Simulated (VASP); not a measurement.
# Rb (Pm-3n) in VASP: single point with r2SCAN

Aim: the single point of Rb with r2SCAN.

Everything below comes from runs of VASP 6.6.1. Logs are shortened: lines on timing, memory, paths and dates and some standing lists are left out, and cuts for length are marked.

**1. The cell of the first run**

Symmetry: Pm-3n, No. 223, cubic system. Conventional cell: a = 9.147 Å, b = 9.147 Å, c = 9.147 Å, α = 90.00°, β = 90.00°, γ = 90.00°.

**2. Single point, r2SCAN**

File POSCAR:

```
Rb
1.0
    9.1471749299      0.0000000000      0.0000000000
    0.0000000000      9.1471749299      0.0000000000
    0.0000000000      0.0000000000      9.1471749299
Rb
8
Direct
    1.0000000000      0.0000000000      0.0000000000
    0.5000000000      0.5000000000      0.5000000000
    0.2500000000      0.0000000000      0.5000000000
    0.7500000000      1.0000000000      0.5000000000
    0.5000000000      0.2500000000      0.0000000000
    0.5000000000      0.7500000000      0.0000000000
    1.0000000000      0.5000000000      0.2500000000
    1.0000000000      0.5000000000      0.7500000000
```

File INCAR.step1:

```
SYSTEM = Rb
PREC = Accurate
ENCUT = 520
ISMEAR = -1
SIGMA = 0.1
LREAL = .FALSE.
LASPH = .TRUE.
NELM = 60
NBANDS = 46
GGA = PE
ALGO = Normal
EDIFF = 1E-4
LWAVE = .TRUE.
LCHARG = .FALSE.
```

File INCAR.step2:

```
SYSTEM = Rb
PREC = Accurate
ENCUT = 520
EDIFF = 1E-6
ISMEAR = -1
SIGMA = 0.1
LREAL = .FALSE.
LASPH = .TRUE.
NELM = 60
ALGO = Normal
ISIF = 2
LWAVE = .FALSE.
LCHARG = .TRUE.
METAGGA = R2SCAN
LMIXTAU = .TRUE.
LELF = .TRUE.
LVHAR = .TRUE.
NBANDS = 46
ISTART = 1
```

File KPOINTS:

```
regular mesh
0
G
  3 3 3
  0 0 0
```

Potentials or basis: VASP PAW PBE potentials, release 64 (Rb_sv).

Command:

```console
$ cat potpaw_PBE.64/Rb_sv/POTCAR > POTCAR
$ cp INCAR.step1 INCAR
$ mpirun -np 1 vasp_std > vasp.out
$ cp INCAR.step2 INCAR
$ mpirun -np 1 vasp_std > vasp.out
```

OUTCAR:

```text
SYSTEM = Rb
   PREC = Accurate
   ENCUT = 520
   EDIFF = 1E-6
   ISMEAR = -1
   LREAL = .FALSE.
   LASPH = .TRUE.
   NELM = 60
   ISIF = 2
   METAGGA = R2SCAN
   ISTART = 1

 ion  position               nearest neighbor table
   1  0.000  0.000  0.000-   3 5.11   4 5.11   5 5.11   6 5.11   7 5.11   8 5.11   3 5.11   4 5.11
                             7 5.11   8 5.11   5 5.11   6 5.11
   2  0.500  0.500  0.500-   3 5.11   4 5.11   5 5.11   6 5.11   7 5.11   8 5.11   5 5.11   6 5.11
                             3 5.11   4 5.11   7 5.11   8 5.11
   3  0.250  0.000  0.500-   4 4.57   4 4.57   1 5.11   1 5.11   2 5.11   2 5.11   8 5.60   5 5.60
                             5 5.60   6 5.60   6 5.60   7 5.60   8 5.60   7 5.60
   4  0.750  0.000  0.500-   3 4.57   3 4.57   1 5.11   1 5.11   2 5.11   2 5.11   8 5.60   5 5.60
                             5 5.60   6 5.60   6 5.60   7 5.60   8 5.60   7 5.60
   5  0.500  0.250  0.000-   6 4.57   6 4.57   1 5.11   2 5.11   2 5.11   1 5.11   8 5.60   4 5.60
                             3 5.60   4 5.60   3 5.60   7 5.60   7 5.60   8 5.60
   6  0.500  0.750  0.000-   5 4.57   5 4.57   1 5.11   2 5.11   2 5.11   1 5.11   8 5.60   4 5.60
                             3 5.60   4 5.60   3 5.60   7 5.60   7 5.60   8 5.60
   7  0.000  0.500  0.250-   8 4.57   8 4.57   1 5.11   2 5.11   1 5.11   2 5.11   3 5.60   4 5.60
                             5 5.60   3 5.60   4 5.60   6 5.60   5 5.60   6 5.60
   8  0.000  0.500  0.750-   7 4.57   7 4.57   1 5.11   2 5.11   1 5.11   2 5.11   3 5.60   4 5.60
                             5 5.60   3 5.60   4 5.60   6 5.60   5 5.60   6 5.60

  LATTYP: Found a simple cubic cell.
 ALAT       =     9.1471749299

  Lattice vectors:

 A1 = (   9.1471749299,   0.0000000000,   0.0000000000)
 A2 = (   0.0000000000,   9.1471749299,   0.0000000000)
 A3 = (   0.0000000000,   0.0000000000,   9.1471749299)

Analysis of symmetry for initial positions (statically):
=====================================================================
 Subroutine PRICEL returns:
 Original cell was already a primitive cell.

 Routine SETGRP: Setting up the symmetry group for a
 simple cubic supercell.

 Subroutine GETGRP returns: Found 48 space group operations
 (whereof 24 operations were pure point group operations)
 out of a pool of 48 trial point group operations.

The static configuration has the point symmetry T_h .
 The point group associated with its full space group is O_h .

Analysis of symmetry for dynamics (positions and initial velocities):
=====================================================================
 Subroutine PRICEL returns:
 Original cell was already a primitive cell.

 Routine SETGRP: Setting up the symmetry group for a
 simple cubic supercell.

 Subroutine GETGRP returns: Found 48 space group operations
 (whereof 24 operations were pure point group operations)
 out of a pool of 48 trial point group operations.

The dynamic configuration has the point symmetry T_h .
 The point group associated with its full space group is O_h .

 Subroutine INISYM returns: Found 48 space group operations
 (whereof 24 operations are pure point group operations),
 and found     1 'primitive' translations

----------------------------------------------------------------------------------------

                                     Primitive cell

  volume of cell :     765.3515

  direct lattice vectors                    reciprocal lattice vectors
     9.147174930  0.000000000  0.000000000     0.109323371  0.000000000  0.000000000
     0.000000000  9.147174930  0.000000000     0.000000000  0.109323371  0.000000000
     0.000000000  0.000000000  9.147174930     0.000000000  0.000000000  0.109323371

  length of vectors
     9.147174930  9.147174930  9.147174930     0.109323371  0.109323371  0.109323371

  position of ions in fractional coordinates (direct lattice)
     0.000000000  0.000000000  0.000000000
     0.500000000  0.500000000  0.500000000
     0.250000000  0.000000000  0.500000000
     0.750000000  0.000000000  0.500000000
     0.500000000  0.250000000  0.000000000
     0.500000000  0.750000000  0.000000000
     0.000000000  0.500000000  0.250000000
     0.000000000  0.500000000  0.750000000

  ion indices of the primitive-cell ions
   primitive index   ion index
                 1           1
                 2           2
                 3           3
                 4           4
                 5           5
                 6           6
                 7           7
                 8           8

----------------------------------------------------------------------------------------

 KPOINTS: regular mesh

Automatic generation of k-mesh.
 Grid dimensions read from file:
 generate k-points for:    3    3    3

 Generating k-lattice:

  Cartesian coordinates                     Fractional coordinates (reciprocal lattice)
     0.036441124  0.000000000  0.000000000     0.333333333  0.000000000  0.000000000
     0.000000000  0.036441124  0.000000000     0.000000000  0.333333333  0.000000000
     0.000000000  0.000000000  0.036441124     0.000000000  0.000000000  0.333333333

  Length of vectors
     0.036441124  0.036441124  0.036441124

  Shift w.r.t. Gamma in fractional coordinates (k-lattice)
     0.000000000  0.000000000  0.000000000

 Subroutine IBZKPT returns following result:
 ===========================================

 Found      4 irreducible k-points:

 Following reciprocal coordinates:
            Coordinates               Weight
  0.000000  0.000000  0.000000      1.000000
  0.333333  0.000000  0.000000      6.000000
  0.333333  0.333333  0.000000     12.000000
  0.333333  0.333333  0.333333      8.000000
   k-points           NKPTS =      4   k-points in BZ     NKDIM =      4   number of bands    NBANDS=     46
   number of dos      NEDOS =    301   number of ions     NIONS =      8
   total plane-waves  NPLWV = 343000
   dimension x,y,z NGX =    70 NGY =   70 NGZ =   70
   dimension x,y,z NGXF=   140 NGYF=  140 NGZF=  140
   ions per type =               8
   NGX,Y,Z   is equivalent  to a cutoff of  12.72, 12.72, 12.72 a.u.
   NGXF,Y,Z  is equivalent  to a cutoff of  25.44, 25.44, 25.44 a.u.
 SYSTEM =  Rb
   PREC   = accura    normal or accurate (medium, high low for compatibility)
   ISTART =      1    job   : 0-new  1-cont  2-samecut
   ICHARG =      0    charge: 1-file 2-atom 10-const
   ISPIN  =      1    spin polarized calculation?
   LNONCOLLINEAR =      F non collinear calculations
   LSORBIT =      F    spin-orbit coupling
   LASPH  =      T    aspherical Exc in radial PAW
   ENCUT  =  520.0 eV  38.22 Ry    6.18 a.u.  17.01 17.01 17.01*2*pi/ulx,y,z
   NELM   =     60;   NELMIN=  2; NELMDL=  0     # of ELM steps
   EDIFF  = 0.1E-05   stopping-criterion for ELM
   LREAL  =      F    real-space projection
   EDIFFG = 0.1E-04   stopping-criterion for IOM
   NSW    =      0    number of steps for IOM
   IBRION =     -1    ionic relax: 0-MD 1-quasi-New 2-CG
   NFREE  =      0    steps in history (QN), initial steepest desc. (CG)
   ISIF   =      2    stress and relaxation
   ISYM   =      2    0-nonsym 1-usesym 2-fastsym
   POTIM  = 0.5000    time-step for ionic-motion
   TEBEG  =    0.0;   TEEND  =   0.0 temperature during run
   PSTRESS=    0.0 pullay stress
   NELECT =      72.0000    total number of electrons
   NUPDOWN=      -1.0000    fix difference up-down
   EMIN   =  10.00;   EMAX   =-10.00  energy-range for DOS
   EFERMI =   0.00;   METHOD = LEGACY
   ISMEAR =    -1;   SIGMA  =   0.10  broadening in eV -4-tet -1-fermi 0-gaus
   EFERMI_NEDOS =   21; number of points for ismear=-14 and -15
   IALGO  =     38    algorithm
   IMIX   =      4    mixing-type and parameters
     AMIX     =   0.40;   BMIX     =  1.00
     AMIX_MAG =   1.60;   BMIX_MAG =  1.00
  volume/ion in A,a.u.               =      95.67       645.61
  Fermi-wavevector in a.u.,A,eV,Ry     =   0.744558  1.407011  7.542621  0.554367
  Thomas-Fermi vector in A             =   1.839938
   LORBIT       =      0    0 simple, 1 ext, 2 COOP (PROOUT), +10 PAW based schemes
   METAGGA = R2SCAN    functional components
   LHFCALC =     F    Hartree Fock is set to
   AEXX    =    0.0000 exact exchange contribution
   IVDW    =     0    specifies the selected vdW correction
   LEPSILON=     F    determine dielectric tensor
   LRPA    =     F    only Hartree local field effects (RPA)
 non-spin polarized calculation
  energy-cutoff  :      520.00
  volume of cell :      765.35
 maximum number of plane-waves:     20618
 NGX is ok and might be reduce to    70
   NGX = 35   NGY = 35   NGZ = 35

 number of electron      72.0000000 magnetization

 Free energy of the ion-electron system (eV)
  ---------------------------------------------------
  ext. energy  EPLUGINS =         0.00000000
  ---------------------------------------------------
  free energy    TOTEN  =      -111.34549210 eV

  energy without entropy =     -111.07823215  energy(sigma->0) =     -111.21186212

 E-fermi :   0.0133     XC(G=0):  -5.6002

 val. band max:       -0.0122574593   @ k =   0.0000   0.0000   0.0000
 cond. band min:       0.0292879963   @ k =   0.3333   0.3333   0.3333
 fundamental gap:      0.0415454557
 Fermi energy:         0.0132782611

 k-point     1 :       0.0000    0.0000    0.0000
  band No.  band energies     occupation
      1     -30.1621      2.00000
      2     -30.1608      2.00000
      3     -30.1608      2.00000
      4     -30.1560      2.00000
      5     -30.1560      2.00000
      6     -30.1560      2.00000
[... 38 lines left out ...]
     45       1.4915      0.00000
     46       1.4916      0.00000

 k-point     2 :       0.3333    0.0000    0.0000
  band No.  band energies     occupation
      1     -30.1616      2.00000
      2     -30.1610      2.00000
      3     -30.1598      2.00000
      4     -30.1574      2.00000
      5     -30.1560      2.00000
      6     -30.1560      2.00000
[... 38 lines left out ...]
     45       1.5788      0.00000
     46       1.5788      0.00000

 k-point     3 :       0.3333    0.3333    0.0000
  band No.  band energies     occupation
      1     -30.1612      2.00000
      2     -30.1602      2.00000
      3     -30.1597      2.00000
      4     -30.1574      2.00000
      5     -30.1573      2.00000
      6     -30.1560      2.00000
[... 38 lines left out ...]
     45       1.4750      0.00000
     46       1.4797      0.00000

 k-point     4 :       0.3333    0.3333    0.3333
  band No.  band energies     occupation
      1     -30.1602      2.00000
      2     -30.1598      2.00000
      3     -30.1598      2.00000
      4     -30.1573      2.00000
      5     -30.1573      2.00000
      6     -30.1573      2.00000
[... 38 lines left out ...]
     45       1.8277      0.00000
     46       1.9668      0.00000

------------------------ aborting loop because EDIFF is reached ----------------------------------------

  FORCE on cell =-STRESS in cart. coord.  units (eV):
  Direction    XX          YY          ZZ          XY          YZ          ZX
  --------------------------------------------------------------------------------------
  -------------------------------------------------------------------------------------
  Total        0.0378168      0.0378168      0.0378168     -0.0000000      0.0000000      0.0000000
  in kB        0.0791652      0.0791652      0.0791652     -0.0000000      0.0000000      0.0000000
  external PRESSURE =       0.0791652 kB  Pullay stress =       0.0000000 kB

 VOLUME and BASIS-vectors are now :
 -----------------------------------------------------------------------------
  energy-cutoff  :      520.00
  volume of cell :      765.35
      direct lattice vectors                 reciprocal lattice vectors
     9.147174930  0.000000000  0.000000000     0.109323371  0.000000000  0.000000000
     0.000000000  9.147174930  0.000000000     0.000000000  0.109323371  0.000000000
     0.000000000  0.000000000  9.147174930     0.000000000  0.000000000  0.109323371

 POSITION                                       TOTAL-FORCE (eV/Angst)
 -----------------------------------------------------------------------------------
      0.00000      0.00000      0.00000         0.000000      0.000000     -0.000000
      4.57359      4.57359      4.57359         0.000000      0.000000     -0.000000
      2.28679      0.00000      4.57359        -0.000000      0.000000     -0.000000
      6.86038      0.00000      4.57359         0.000000      0.000000      0.000000
      4.57359      2.28679      0.00000         0.000000     -0.000000      0.000000
      4.57359      6.86038      0.00000        -0.000000      0.000000     -0.000000
      0.00000      4.57359      2.28679         0.000000      0.000000      0.000000
      0.00000      4.57359      6.86038         0.000000     -0.000000     -0.000000
 -----------------------------------------------------------------------------------
    total drift:                                0.000000      0.000000      0.000000

  FREE ENERGIE OF THE ION-ELECTRON SYSTEM (eV)
  ---------------------------------------------------
  free  energy   TOTEN  =      -111.3454920951 eV

  energy  without entropy=     -111.0782321529  energy(sigma->0) =     -111.21186212
```

Wall time 13 min (1 thread of Intel Xeon Platinum 8175M at 2.50GHz (Skylake/Cascade Lake), shared host); peak memory 0.79 GiB.

What came out:

| Property | Result |
| --- | --- |
| Free energy | -111.3455 eV |
| Pressure | 0.0 GPa |
| Band gap on the k mesh | zero (band 36 reaches 0.20 eV, above the bottom of band 37 at 0.03 eV) |

Caveat: the PAW data sets were made with another functional, which shifts forces and pressure a little.
